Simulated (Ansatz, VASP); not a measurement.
**One calculation of TaC, two programs**

File INCAR:

```
SYSTEM = TaC
ALGO = Normal ; EDIFF = 1E-6
ENCUT = 600 ; GGA = PS
GGA_COMPAT = .False. ; ISIF = 2
ISMEAR = 0 ; LASPH = .True.
LCHARG = .True. ; LMAXMIX = 4
LORBIT = 11 ; LORBMOM = .True.
LREAL = .False. ; LSORBIT = .True.
LVHAR = .True. ; LWAVE = .False.
MAGMOM = 0 0 0 0 0 0 ; NBANDS = 27
NELM = 200 ; PREC = Accurate
SIGMA = 0.1
```

KPOINTS

```
k-points
0
Gamma
  16 16 16
  0 0 0
```

POSCAR

```
TaC
1.0
    0.0000000000      2.2198067638      2.2198067638
    2.2198067638      0.0000000000      2.2198067638
    2.2198067638      2.2198067638      0.0000000000
Ta C
1 1
Direct
    0.0000000000      0.0000000000      0.0000000000
    0.5000000000      0.5000000000      0.5000000000
```

Input for Ansatz:

```yaml
crystal:
  lattice:
    - [0.0, 2.2198067638, 2.2198067638]
    - [2.2198067638, 0.0, 2.2198067638]
    - [2.2198067638, 2.2198067638, 0.0]
  atoms:
    - { symbol: Ta, position: [0.0, 0.0, 0.0] }
    - { symbol: C, position: [0.5, 0.5, 0.5] }
basis:
  ecutwfc: 420
kpoints:
  mp_grid: { grid: [16, 16, 16] }
hamiltonian:
  xc: pbesol
  pseudopotentials: { kind: paw_fr, azcp: { folder: soft_1 } }
scf:
  occupations: { method: gaussian, width: 0.1 }
output:
  forces: true
  stress: true
  eigenvalues: true
magnetization:
  noncollinear: true
  spin_orbit: true
```

Alike in both runs: task single point; functional PBEsol; k mesh 16 × 16 × 16; occupations gaussian, width 0.1 eV; non-collinear spin, spin-orbit coupling.

|  | VASP | Ansatz |
| --- | --- | --- |
| version | VASP 6.6.1 | Ansatz 0.2.0 |
| potentials or method | VASP PAW PBE potentials, release 64 (Ta_pv, C), cutoff 600 eV | plane waves, PAW |
| valence electrons in the cell | 15 | 17 |

VASP gave:

```
pressure (GPa) : 1.1
```

Q: Estimate Ansatz's values.

A: Pressure (GPa): -0.4.

VASP's potentials were made for PBE, not for PBEsol, and Ansatz warns of the same on its side. VASP's potentials hold 15 valence electrons a cell and Ansatz's 17, so a difference there can come from the potentials and not from the codes.
